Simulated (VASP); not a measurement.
Here is a VASP 6.6.1 calculation.

The input INCAR:

```
SYSTEM = C
  PREC = Accurate
  ENCUT = 520
  EDIFF = 1E-6
  ISMEAR = -1
  SIGMA = 0.02
  LREAL = .False.
  LASPH = .True.
  NELM = 80
  ALGO = Normal
  ISIF = 2
  LWAVE = .False.
  LCHARG = .False.
  GGA = PE
  NBANDS = 16
```

Contents of KPOINTS:

```
regular mesh
0
Gamma
  18 18 6
  0 0 0
```

File POSCAR:

```
C
1.0
    1.2280479700     -2.1270618200      0.0000000000
    1.2280479700      2.1270618200      0.0000000000
    0.0000000000      0.0000000000      7.1732677600
C
4
Direct
    0.0833794600      0.9166205400      0.7531376000
    0.5833794600      0.4166205400      0.2468624000
    0.9166205400      0.0833794600      0.2468624000
    0.4166205400      0.5833794600      0.7531376000
```

Potentials or basis: VASP PAW PBE potentials, release 64 (C).

Command:

```bash
$ cat potpaw_PBE.64/C/POTCAR > POTCAR
$ mpirun -np 1 vasp_std > vasp.out
```

Estimate the largest force.

0.027 eV/Å.

Predict the pressure.

4.2 GPa.

Stress tensor (GPa, compression positive):
```
5.52 0.00 0.00
0.00 5.37 0.00
0.00 0.00 1.57
```

Caveat: the cell stands under pressure; this functional lacks dispersion, which binds layers or chains, so the pressure and a relaxed spacing across them are unreliable.
